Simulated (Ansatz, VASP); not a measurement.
LiBe: VASP beside Ansatz

The input INCAR:

```
SYSTEM = LiBe
ALGO = Fast ; EDIFF = 1E-6
ENCUT = 520 ; GGA = RE
ISIF = 2 ; ISMEAR = -1
LASPH = .TRUE. ; LCHARG = .FALSE.
LREAL = .FALSE. ; LWAVE = .FALSE.
NBANDS = 13 ; NELM = 80
PREC = Accurate ; SIGMA = 0.05
```

Contents of KPOINTS:

```
k-points
0
G
  7 4 3
  0 0 0
```

The input POSCAR:

```
LiBe
1.0
    2.2959861536      0.0000000000      0.0000000000
    0.0000000000      3.6127729800      0.0000000000
   -0.4017425219      0.0000000000      5.5135259934
Be Li
2 2
Direct
    0.2435819200      0.7500000000      0.4238283600
    0.7564180800      0.2500000000      0.5761716400
    0.2631524400      0.7500000000      0.8451422600
    0.7368475600      0.2500000000      0.1548577400
```

File input.yaml:

```yaml
crystal:
  lattice:
    - [2.2959861536, 0.0, 0.0]
    - [0.0, 3.61277298, 0.0]
    - [-0.4017425219, 0.0, 5.5135259934]
  atoms:
    - { symbol: Be, position: [0.24358192, 0.75, 0.42382836] }
    - { symbol: Be, position: [0.75641808, 0.25, 0.57617164] }
    - { symbol: Li, position: [0.26315244, 0.75, 0.84514226] }
    - { symbol: Li, position: [0.73684756, 0.25, 0.15485774] }
hamiltonian:
  xc: revpbe
  pseudopotentials: { kind: paw }
kpoints:
  mp_grid: { grid: [7, 4, 3] }
scf:
  occupations: { method: fermi_dirac, width: 0.05 }
  n_extra_bands: 10
output:
  forces: true
  stress: true
  eigenvalues: true
  dos: { projected: true, de: 0.05, nscf_kmesh: { grid: [11, 6, 5] } }
```

Alike in both runs: functional revPBE; k mesh 7 × 4 × 3; occupations fermi-dirac, width 0.05 eV; no spin polarisation.

|  | VASP | Ansatz |
| --- | --- | --- |
| version | VASP 6.6.1 | Ansatz 0.2.0 |
| potentials or method | VASP PAW PBE potentials, release 64 (Be, Li_sv) | Ansatz PAW |
| plane-wave cutoff (eV) | 520 | 420 |
| valence electrons in the cell | 10 | 10 |
| task | single point | projected density of states |

|  | VASP | Ansatz | Ansatz less VASP |
| --- | --- | --- | --- |
| gap on the k mesh at the Fermi level (eV) | none | none | - |
| rms of the force components (eV/Å) | 0.018 | 0.021 | +0.0025 |

VASP's potentials were made for PBE, not for revPBE. Atom by atom the forces differ by 0.003 eV/Å (rms over components). A gap of «none» marks a metal or a gap that the smearing closes.

The k mesh is coarse, so the values compare programs but aren't converged. Noted on VASP's run: the cutoff is short for stress, so the pressure is rough.
